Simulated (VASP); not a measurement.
Here is a VASP 6.6.1 calculation.

File INCAR:

```
PREC = Accurate
ENCUT = 520
EDIFF = 1E-6
ISMEAR = 0
SIGMA = 0.1
LREAL = False
LASPH = True
NELM = 100
ALGO = Normal
ISIF = 2
LWAVE = False
LCHARG = False
GGA = PE
NBANDS = 16
```

File KPOINTS:

```
Automatic mesh
0
Gamma
  18 18 18
```

File POSCAR:

```
BAs
1.0
   -1.7045584140      1.7045584140      5.9333667354
    1.7045584140     -1.7045584140      5.9333667354
    1.7045584140      1.7045584140     -5.9333667354
B As
2 2
Direct
    0.5847639548      0.5847639548      0.0000000000
    0.3347639548      0.8347639548      0.5000000000
    0.4152360452      0.4152360452      0.0000000000
    0.1652360452      0.6652360452      0.5000000000
```

Potentials or basis: VASP PAW PBE potentials, release 64 (B, As).

Run with:

```sh
$ cat potpaw_PBE.64/B/POTCAR potpaw_PBE.64/As/POTCAR > POTCAR
$ mpirun -np 1 vasp_std > vasp.out
```

(1) Predict the pressure.

(2) What does it give for the band gap on the k mesh?

## Answers

(1) 0.5 GPa.

(2) zero (bands 8 and 9 overlap by 2.50 eV).
